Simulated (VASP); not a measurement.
# Y (a cell with a defect) in VASP: single point with PBEsol

Aim: the single point of Y (a cell with a defect) with PBEsol.

Program: VASP 6.6.1. These are calculated values, not measurements. Logs are shortened: lines on timing, memory, paths and dates and some standing lists are left out, and cuts for length are marked.

**1. The cell of the first run**

The cell holds a defect, 17 atoms: a = 7.300 Å, b = 6.322 Å, c = 11.468 Å, α = 90.00°, β = 90.00°, γ = 90.00°.

**2. Single point, PBEsol**

Input file INCAR:

```
  PREC = Accurate
  ENCUT = 520
  EDIFF = 1E-7
  ISMEAR = 0
  SIGMA = 0.1
  LREAL = Auto
  LASPH = True
  NELM = 100
  ALGO = Normal
  ISIF = 2
  LWAVE = False
  LCHARG = False
  GGA = PS
  NBANDS = 108
```

Input file KPOINTS:

```
Automatic mesh
0
Gamma
  3 3 2
```

Input file POSCAR:

```
Y
1.0
   -3.6500000000     -6.3219850000      0.0000000000
    5.4750000000     -3.1609930000      0.0000000000
    0.0000000000      0.0000000000     11.4683000000
Y
17
Direct
    0.7492679489      0.5745896577     -0.0122113942
    0.4765971240      0.3505315807      0.2720379406
    0.7496014199      0.4983878165      0.5103572131
    0.4973772637      0.3349010454      0.7535325470
    0.4614660946     -0.0340582430     -0.0201566807
    0.2490251578      0.8479349386      0.2456357535
    0.4967962799     -0.0020988222      0.5028410025
    0.2496476856      0.8206215310      0.7433739873
    0.2493794265      0.4738280736      0.0108855469
    0.0223261556      0.3508470676      0.2724926046
    0.2494220067      0.5072604257      0.5073330678
    0.0014248129      0.3344006843      0.7537103310
    0.0378702686     -0.0345348444     -0.0203213929
    0.7491166343      0.7879555387      0.2615434979
    0.0019731392     -0.0017926043      0.5029913001
    0.7496679297      0.8442434851      0.7424801500
    0.7505321423      0.1769228289      1.0958408955
```

Potentials or basis: VASP PAW PBE potentials, release 64 (Y_sv).

On the command line:

```
$ cat potpaw_PBE.64/Y_sv/POTCAR > POTCAR
$ mpirun -np 1 vasp_std > vasp.out
```

OUTCAR:

```text
PREC = Accurate
   ENCUT = 520
   EDIFF = 1E-7
   ISMEAR = 0
   LREAL = Auto
   LASPH = True
   NELM = 100
   ISIF = 2
   GGA = PS

 ion  position               nearest neighbor table
   1  0.749  0.575  0.988-  17 2.80   5 3.25  13 3.25  16 3.29  14 3.42   4 3.59  12 3.59   9 3.71
                             9 3.72  17 4.00   2 4.07  10 4.08
   2  0.477  0.351  0.272-  17 3.05  10 3.32  11 3.32  14 3.41   7 3.46   3 3.51   9 3.51   6 3.57
                             6 3.60  10 3.98   1 4.07  14 4.08   5 4.14
   3  0.750  0.498  0.510-  14 3.39  16 3.44   4 3.50  12 3.50  10 3.50   2 3.51  11 3.65  11 3.65
                             7 3.66  15 3.66  15 3.66   7 3.66
   4  0.497  0.335  0.754-   3 3.50   5 3.50  11 3.53   8 3.57   9 3.57   7 3.58   1 3.59  16 3.61
                            12 3.62  12 3.68  16 3.71   8 3.72
   5  0.461  0.966  0.980-  17 2.83  13 3.09   1 3.25   8 3.25   9 3.49   4 3.50   6 3.50  16 3.53
                             9 3.58  14 4.01   2 4.14  13 4.21
   6  0.249  0.848  0.246-  13 3.50   5 3.50  10 3.57   2 3.57   9 3.58  15 3.59   7 3.59  10 3.60
                             2 3.60  14 3.67  14 3.67  11 3.69
   7  0.497  0.998  0.503-  16 3.45   2 3.46   8 3.48   4 3.58  14 3.58   6 3.59  11 3.59  15 3.61
                             3 3.66   3 3.66  15 3.69  11 3.69
   8  0.250  0.821  0.743-  13 3.25   5 3.25  11 3.35   7 3.48  15 3.48   4 3.57  12 3.57  16 3.65
                            16 3.65  12 3.72   4 3.72   9 3.77
   9  0.249  0.474  0.011-  13 3.49   5 3.49   2 3.51  10 3.51  12 3.57   4 3.57   5 3.58  13 3.58
                             6 3.58   1 3.71   1 3.72   8 3.77  17 4.21  17 4.23
  10  0.022  0.351  0.272-  17 3.04  11 3.31   2 3.32  14 3.41  15 3.46   3 3.50   9 3.51   6 3.57
                             6 3.60   2 3.98   1 4.08  14 4.08  13 4.15
  11  0.249  0.507  0.507-  10 3.31   2 3.32   8 3.35   4 3.53  12 3.53   7 3.59  15 3.59   3 3.65
                             3 3.65  15 3.69   7 3.69   6 3.69
  12  0.001  0.334  0.754-  13 3.50   3 3.50  11 3.53   8 3.57   9 3.57  15 3.58   1 3.59  16 3.61
                             4 3.62   4 3.68  16 3.71   8 3.72
  13  0.038  0.965  0.980-  17 2.82   5 3.09   1 3.25   8 3.25   9 3.49  12 3.50   6 3.50  16 3.52
                             9 3.58  14 4.02  10 4.15   5 4.21
  14  0.749  0.788  0.262-  17 3.11   3 3.39   2 3.41  10 3.41   1 3.42   7 3.58  15 3.58   6 3.67
                             6 3.67   5 4.01  13 4.02   2 4.08  10 4.08  17 4.31
  15  0.002  0.998  0.503-  16 3.45  10 3.46   8 3.48  12 3.58  14 3.58   6 3.59  11 3.59   7 3.61
                             3 3.66   3 3.66   7 3.69  11 3.69
  16  0.750  0.844  0.742-   1 3.29   3 3.44  15 3.45   7 3.45  13 3.52   5 3.53  12 3.61   4 3.61
                             8 3.65   8 3.65   4 3.71  12 3.71
  17  0.751  0.177  0.096-   1 2.80  13 2.82   5 2.83  10 3.04   2 3.05  14 3.11   1 4.00   9 4.21
                             9 4.23  14 4.31

  LATTYP: Found a simple orthorhombic cell.
 ALAT       =     6.3219855857
 B/A-ratio  =     1.1547004518
 C/A-ratio  =     1.8140345062

  Lattice vectors:

 A1 = (  -5.4750000000,   3.1609930000,   0.0000000000)
 A2 = (  -3.6500000000,  -6.3219850000,   0.0000000000)
[... 160 lines left out ...]
   IALGO  =     38    algorithm
   IMIX   =      4    mixing-type and parameters
     AMIX     =   0.40;   BMIX     =  1.00
     AMIX_MAG =   1.60;   BMIX_MAG =  1.00
  volume/ion in A,a.u.               =      31.13       210.10
  Fermi-wavevector in a.u.,A,eV,Ry     =   1.157347  2.187069 18.224350  1.339452
  Thomas-Fermi vector in A             =   2.293959
   LORBIT       =      0    0 simple, 1 ext, 2 COOP (PROOUT), +10 PAW based schemes
   GGA     = PS    functional components
   LHFCALC =     F    Hartree Fock is set to
   AEXX    =    0.0000 exact exchange contribution
   IVDW    =     0    specifies the selected vdW correction
   LEPSILON=     F    determine dielectric tensor
   LRPA    =     F    only Hartree local field effects (RPA)
 non-spin polarized calculation
 Gauss-broadening in eV      SIGMA  =   0.10
  energy-cutoff  :      520.00
  volume of cell :      529.27
 maximum number of plane-waves:     14281
 NGX is ok and might be reduce to    54
   NGX = 27   NGY = 23   NGZ = 43

 number of electron     187.0000000 magnetization

 Free energy of the ion-electron system (eV)
  ---------------------------------------------------
  ext. energy  EPLUGINS =         0.00000000
  ---------------------------------------------------
  free energy    TOTEN  =      -113.66294058 eV

  energy without entropy =     -113.50270026  energy(sigma->0) =     -113.58282042

 E-fermi :   3.0660     XC(G=0):  -9.7273

 val. band max:        3.0554971112   @ k =   0.3333  -0.0000   0.5000
 cond. band min:       3.0672661836   @ k =   0.0000   0.0000   0.5000
 fundamental gap:      0.0117690724
 Fermi energy:         3.0660125214

 k-point     1 :       0.0000    0.0000    0.0000
  band No.  band energies     occupation
      1     -39.5205      2.00000
      2     -39.4984      2.00000
      3     -39.4862      2.00000
      4     -39.4559      2.00000
      5     -39.4428      2.00000
      6     -39.4281      2.00000
[... 1069 lines left out ...]
    104       3.9707      0.00000
    105       4.0571      0.00000
 [bands above 105 left out]

------------------------ aborting loop because EDIFF is reached ----------------------------------------

  FORCE on cell =-STRESS in cart. coord.  units (eV):
  Direction    XX          YY          ZZ          XY          YZ          ZX
  --------------------------------------------------------------------------------------
  -------------------------------------------------------------------------------------
  Total        0.5344449      0.5075214     -0.5318746      0.0315723     -0.1096043      0.1995998
  in kB        1.6178496      1.5363478     -1.6100689      0.0955744     -0.3317896      0.6042204
  external PRESSURE =       0.5147095 kB  Pullay stress =       0.0000000 kB

 VOLUME and BASIS-vectors are now :
 -----------------------------------------------------------------------------
  energy-cutoff  :      520.00
  volume of cell :      529.27
      direct lattice vectors                 reciprocal lattice vectors
    -3.650000000 -6.321985000  0.000000000    -0.068493159 -0.118633621  0.000000000
     5.475000000 -3.160993000  0.000000000     0.136986296 -0.079089080  0.000000000
     0.000000000  0.000000000 11.468300000     0.000000000  0.000000000  0.087196882

 POSITION                                       TOTAL-FORCE (eV/Angst)
 -----------------------------------------------------------------------------------
      0.41105     -6.55313     11.32826         0.013675     -0.011049     -0.002095
      0.17958     -4.12107      3.11981         0.002641      0.004685      0.001942
     -0.00737     -6.31437      5.85293         0.021380     -0.006759     -0.006326
      0.01816     -4.20303      8.64174         0.001898      0.014523     -0.004304
      3.60418     -5.97072     11.23714        -0.000389      0.007881     -0.003451
      3.73350     -4.25465      2.81702        -0.005852      0.000364      0.000413
[... 9 lines left out ...]
      1.88595     -7.40804      8.51499         0.006597      0.001695     -0.001178
     -1.77079     -5.30410      1.09913         0.003891      0.005958      0.011700
 -----------------------------------------------------------------------------------
    total drift:                               -0.000218      0.001064     -0.000959

  FREE ENERGIE OF THE ION-ELECTRON SYSTEM (eV)
  ---------------------------------------------------
  free  energy   TOTEN  =      -113.6629405768 eV

  energy  without entropy=     -113.5027002587  energy(sigma->0) =     -113.58282042
```

OSZICAR:

```text
N       E                     dE             d eps       ncg     rms          rms(c)
DAV:   1     0.126389209571E+04    0.12639E+04   -0.91675E+04  2160   0.167E+03
DAV:   2     0.350764673665E+02   -0.12288E+04   -0.11970E+04  2236   0.443E+02
[... 13 lines left out ...]
DAV:  16    -0.113662942509E+03    0.87602E-05   -0.27403E-04  2816   0.523E-02    0.620E-02
DAV:  17    -0.113662942854E+03   -0.34473E-06   -0.67310E-05  2800   0.261E-02    0.212E-02
DAV:  18    -0.113662941496E+03    0.13576E-05   -0.11679E-05  2952   0.928E-03    0.127E-02
DAV:  19    -0.113662940305E+03    0.11912E-05   -0.15973E-06  2952   0.445E-03    0.594E-03
DAV:  20    -0.113662940608E+03   -0.30260E-06   -0.59156E-07  2120   0.287E-03    0.148E-03
DAV:  21    -0.113662940577E+03    0.30850E-07   -0.12491E-07  1464   0.119E-03
   1 F= -.11366294E+03 E0= -.11358282E+03  d E =-.160240E+00
```

stdout:

```text
POSCAR found type information on POSCAR Y
 POSCAR found :  1 types and      17 ions
 scaLAPACK will be used
 -----------------------------------------------------------------------------
|                                                                             |
|                                                                             |
|     You enforced a specific xc type in the INCAR file but a different       |
|     I HOPE YOU KNOW WHAT YOU ARE DOING!                                     |
|                                                                             |
 -----------------------------------------------------------------------------

 LDA part: xc-table for (Slater+PW92), standard interpolation
 POSCAR, INCAR and KPOINTS ok, starting setup
 FFT: planning ... GRIDC
 FFT: planning ... GRID_SOFT
 FFT: planning ... GRID
 WAVECAR not read
 entering main loop
```

Wall time 52 min (1 thread of Intel Xeon 8259CL, shared host); peak memory 0.73 GiB.

What came out:

| Property | Result |
| --- | --- |
| Free energy | -113.6629 eV |
| Pressure | 0.1 GPa |
| Largest force | 0.023 eV/Å |
| Band gap on the k mesh | zero (an odd number of electrons rules out a gap without spin polarisation) |

Forces on the atoms (eV/Å):
```
Y    0.014 -0.011 -0.002
Y    0.003  0.005  0.002
Y    0.021 -0.007 -0.006
Y    0.002  0.015 -0.004
Y    0.000  0.008 -0.003
Y   -0.006  0.000  0.000
Y   -0.005 -0.006  0.011
Y   -0.004  0.002  0.003
Y    0.004 -0.001 -0.002
Y   -0.004 -0.006 -0.002
Y   -0.015  0.006  0.001
Y   -0.002 -0.017 -0.001
Y   -0.013 -0.005 -0.010
Y   -0.001 -0.001 -0.001
Y   -0.004  0.009  0.003
Y    0.007  0.002 -0.001
Y    0.004  0.006  0.012
```

Levels at points of the mesh, in eV from the Fermi level:
| k point | band 91 | band 92 | band 93 | band 94 | band 95 | band 96 | band 97 | band 98 |
| --- | --- | --- | --- | --- | --- | --- | --- | --- |
| (0.00, 0.00, 0.00) | -0.12 | -0.05 | -0.05 | -0.02 | 0.07 | 0.16 | 0.20 | 0.32 |
| (0.00, 0.00, 0.50) | -0.23 | -0.18 | -0.08 | -0.04 | -0.03 | 0.00 | 0.15 | 0.42 |

Caveat: the PAW data sets were made with another functional, which shifts forces and pressure a little.
